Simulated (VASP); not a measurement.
Crystal: SiO2.

```
Si O
1.0
     0.00000    2.19873    2.19873
     2.19873    0.00000    2.19873
     2.19873    2.19873    0.00000
Si O
1 2
Direct
  0.00000 0.00000 0.00000
  0.25000 0.25000 0.25000
  0.75000 0.75000 0.75000
```

This cell differs from its parent crystal: strain -2.9%.

Base run:

| Property | Result |
| --- | --- |
| Program | VASP 6.6.1 |
| Functional | PBE |
| Potentials or basis | VASP PAW PBE potentials, release 64 (Si, O) |
| Cutoff | 520 eV |
| k mesh | 10 × 10 × 10 |
| Occupations | fermi-dirac, width 0.02 eV |
| Spin | no spin polarisation |

Its results: band gap on the k mesh 2.12 eV, direct; pressure 43.1 GPa.

Question: The run is repeated on the same cell with these changes: functional from PBE to r2SCAN; occupations from fermi-dirac, width 0.02 eV to gaussian, width 0.01 eV. What comes out?

Answer: Band gap on the k mesh 2.78 eV, direct; pressure 33.2 GPa.

Caveats: the PAW data sets were made with another functional, which shifts forces and pressure a little (some runs).

A k mesh can miss the band edges.
